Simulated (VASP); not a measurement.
Input of a VASP 6.6.1 run:

The input INCAR:

```
  PREC = Accurate
  ENCUT = 520
  EDIFF = 1E-6
  ISMEAR = 0
  SIGMA = 0.02
  LREAL = False
  LASPH = True
  NELM = 100
  ALGO = Normal
  ISIF = 2
  LWAVE = False
  LCHARG = True
  GGA = PE
  LELF = True
  LVHAR = True
  NBANDS = 64
```

The input KPOINTS:

```
Automatic mesh
0
Gamma
  6 6 6
```

Contents of POSCAR:

```
SnO2
1.0
    0.0000000000      4.5220704122      4.5220704122
    4.5220704122      0.0000000000      4.5220704122
    4.5220704122      4.5220704122      0.0000000000
Sn O
4 8
Direct
    0.6250000000      0.1250000000      0.1250000000
    0.1250000000      0.6250000000      0.1250000000
    0.1250000000      0.1250000000      0.6250000000
    0.1250000000      0.1250000000      0.1250000000
    0.3268423738      0.8910525421      0.8910525421
    0.8910525421      0.3268423738      0.8910525421
    0.8910525421      0.8910525421      0.3268423738
    0.8910525421      0.8910525421      0.8910525421
    0.9231576262      0.3589474579      0.3589474579
    0.3589474579      0.9231576262      0.3589474579
    0.3589474579      0.3589474579      0.9231576262
    0.3589474579      0.3589474579      0.3589474579
```

Potentials or basis: VASP PAW PBE potentials, release 64 (Sn_d, O).

Launch:

```console
$ cat potpaw_PBE.64/Sn_d/POTCAR potpaw_PBE.64/O/POTCAR > POTCAR
$ mpirun -np 1 vasp_std > vasp.out
```

(1) Estimate the band gap on the k mesh.

(2) What does it give for the largest force?

(3) Estimate the pressure.

Results:

(1) 1.83 eV, direct.

(2) 0.058 eV/Å.

(3) 0.6 GPa.

Caveat: spin-orbit coupling is left out, which moves the levels of the heavy elements.
